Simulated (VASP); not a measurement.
Input of a VASP 6.6.1 run:

Contents of INCAR:

```
SYSTEM = BaZrO3
  PREC = Accurate
  ENCUT = 520
  EDIFF = 1E-7
  ISMEAR = 0
  SIGMA = 0.02
  LREAL = .False.
  LASPH = .True.
  NELM = 100
  ALGO = Normal
  ISIF = 2
  LWAVE = .False.
  LCHARG = .False.
  GGA = PE
  NBANDS = 28
```

The input KPOINTS:

```
regular mesh
0
Gamma
  6 6 6
  0 0 0
```

POSCAR

```
BaZrO3
1.0
    4.4170183569      0.0000000000      0.0000000000
    0.0000000000      4.4170183569      0.0000000000
    0.0000000000      0.0000000000      4.4170183569
Ba Zr O
1 1 3
Direct
    0.0000000000      0.0000000000      0.0000000000
    0.5000000000      0.5000000000      0.5000000000
    0.5000000000      0.0000000000      0.5000000000
    0.5000000000      0.5000000000      0.0000000000
    0.0000000000      0.5000000000      0.5000000000
```

Potentials or basis: VASP PAW PBE potentials, release 64 (Ba_sv, Zr_sv, O).

Launch:

```sh
$ cat potpaw_PBE.64/Ba_sv/POTCAR potpaw_PBE.64/Zr_sv/POTCAR potpaw_PBE.64/O/POTCAR > POTCAR
$ mpirun -np 1 vasp_std > vasp.out
```

Problem. Predict the band gap on the k mesh.

Solution. 2.81 eV, indirect (least direct gap 3.15 eV).

Problem. Estimate the pressure.

Solution. -14.2 GPa.

Caveat: the cell differs from its parent crystal (equal strain along all axes, cell held: +4.5 %); spin-orbit coupling is left out, which moves the levels of the heavy elements. A k mesh can miss the band edges.
